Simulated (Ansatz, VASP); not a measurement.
## Two plane-wave programs on SiC

```
Si C
1.0
     3.13686    0.00000    0.00000
    -1.56843    2.71660    0.00000
     0.00000    0.00000    5.14907
Si C
2 2
Cartesian
  0.0000 1.8111 -0.0024
  1.5684 0.9055 2.5721
  0.0000 1.8111 1.9333
  1.5684 0.9055 4.5078
```

Change from the starting cell: hydrostatic strain +2.0%.

Alike in both runs: task single point; functional r2SCAN; k mesh 12 × 12 × 6; no spin polarisation.

```csv
,VASP,Ansatz
version,VASP 6.6.1,Ansatz 0.2.0
potentials or method,"VASP PAW PBE potentials, release 64 (Si, C)","plane waves, PAW"
plane-wave cutoff (eV),520,500
occupations,"gaussian, width 0.01 eV",fixed
valence electrons in the cell,16,16
```

```csv
,VASP,Ansatz,Ansatz less VASP
gap on the k mesh at the Fermi level (eV),2.75,2.74,-0.006
pressure (GPa),-12.2,-12.1,+0.13
"traceless stress, the component that is largest in VASP (GPa)",0.21,0.20,-0.010
```

VASP's potentials were made for PBE, not for r2SCAN.
